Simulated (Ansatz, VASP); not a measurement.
One calculation of Hf, two programs

```
Hf
1.0
     0.00000    2.22000    2.22000
     2.22000    0.00000    2.22000
     2.22000    2.22000    0.00000
Hf
1
Direct
  0.00000 0.00000 0.00000
```

Alike in both runs: task single point; functional PBEsol; k mesh 16 × 16 × 16; occupations fermi-dirac, width 0.03 eV; no spin polarisation.

```csv
,VASP,Ansatz
version,VASP 6.6.1,Ansatz 0.2.0
potentials or method,"VASP PAW PBE potentials, release 64 (Hf_pv), cutoff 520 eV","all-electron LAPW, scalar-relativistic"
```

|  | VASP | Ansatz | Ansatz less VASP |
| --- | --- | --- | --- |
| pressure (GPa) | -2.0 | -1.6 | +0.43 |

VASP's potentials were made for PBE, not for PBEsol. Ansatz ran all-electron here, and VASP with PAW potentials.

Neither program's run includes spin-orbit coupling.
